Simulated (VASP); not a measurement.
Wanted: the native input for a VASP 6.6.1 run.

```
Task                   : single point
Functional             : LDA
Potentials or basis    : VASP PAW LDA potentials, release 64 (Hf_pv, N)
Cutoff                 : 520 eV
k mesh                 : 9 × 9 × 5
Occupations            : fermi-dirac, width 0.15 eV
Spin                   : no spin polarisation
Dipole correction      : no
Further INCAR settings : ALGO = Normal; EDIFF = 1e-06; NBANDS = 23
```

The structure of HfN lies in POSCAR:

```
HfN
1.0
    3.1005374886      0.0000000000      0.0000000000
   -1.5502687443      2.6851442305      0.0000000000
    0.0000000000      0.0000000000      5.3598948162
Hf N
2 2
Direct
    0.6666666667      0.3333333333      0.7500000000
    0.3333333333      0.6666666667      0.2500000000
    0.0000000000      0.0000000000      0.0000000000
    0.0000000000      0.0000000000      0.5000000000
```

The input as run:

INCAR

```
SYSTEM = HfN
  ALGO = Normal
  EDIFF = 1E-6
  ENCUT = 520
  GGA = CA
  ISIF = 2
  ISMEAR = -1
  LASPH = .True.
  LCHARG = .True.
  LELF = .True.
  LREAL = .False.
  LVHAR = .True.
  LWAVE = .False.
  NBANDS = 23
  NELM = 60
  PREC = Accurate
  SIGMA = 0.15
```

KPOINTS

```
k-points
0
Gamma
  9 9 5
  0 0 0
```

Potentials or basis: VASP PAW LDA potentials, release 64 (Hf_pv, N).

Run with:

```sh
$ cat potpaw_LDA.64/Hf_pv/POTCAR potpaw_LDA.64/N/POTCAR > POTCAR
$ mpirun -np 1 vasp_std > vasp.out
```

It gave:

```json
{"Pressure": "-1.1 GPa", "Band gap on the k mesh": "zero (band 15 reaches 9.55 eV, above the bottom of band 16 at 7.78 eV)"}
```

Caveat: spin-orbit coupling is left out, which moves the levels of the heavy elements.

Wall time 23 s on 1 thread of Intel(R) Xeon(R) Platinum 8259CL CPU @ 2.50GHz (Skylake/Cascade Lake) (shared host), peak memory 0.16 GiB.
